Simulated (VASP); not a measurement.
A run of VASP 6.6.1 is set up as follows.

INCAR

```
SYSTEM = AlInSb2
PREC = Accurate
ENCUT = 520
EDIFF = 1E-6
ISMEAR = 0
SIGMA = 0.05
LREAL = .False.
LASPH = .True.
NELM = 100
ALGO = Normal
ISIF = 2
LWAVE = .False.
LCHARG = .False.
NBANDS = 21
```

KPOINTS

```
regular mesh
0
Gamma
  8 8 6
  0 0 0
```

File POSCAR:

```
AlInSb2
1.0
    4.4375919547      0.0000000000      0.0000000000
    0.0000000000      4.4375919547      0.0000000000
    0.0000000000      0.0000000000      6.2673789797
Al In Sb
1 1 2
Direct
    0.0000000000      0.0000000000      0.0000000000
    0.5000000000      0.5000000000      0.5000000000
    0.0000000000      0.5000000000      0.2738552522
    0.5000000000      0.0000000000      0.7261447478
```

Potentials or basis: VASP PAW LDA potentials, release 64 (Al, In_d, Sb).

Command:

```sh
$ cat potpaw_LDA.64/Al/POTCAR potpaw_LDA.64/In_d/POTCAR potpaw_LDA.64/Sb/POTCAR > POTCAR
$ mpirun -np 1 vasp_std > vasp.out
```

Estimate the band gap on the k mesh.

0.50 eV.

Predict the pressure.

2.1 GPa.

Estimate the largest force.

2.540 eV/Å.

Stress tensor (GPa, compression positive):
```
2.67 0.00 0.00
0.00 2.67 0.00
0.00 0.00 1.10
```

Caveat: semilocal functionals underestimate gaps, and a narrow one can read as zero; spin-orbit coupling is left out, which moves the levels of the heavy elements; forces of over 1 eV/Å act on the atoms, so gaps and moduli don't describe the material at rest. A k mesh can miss the band edges.
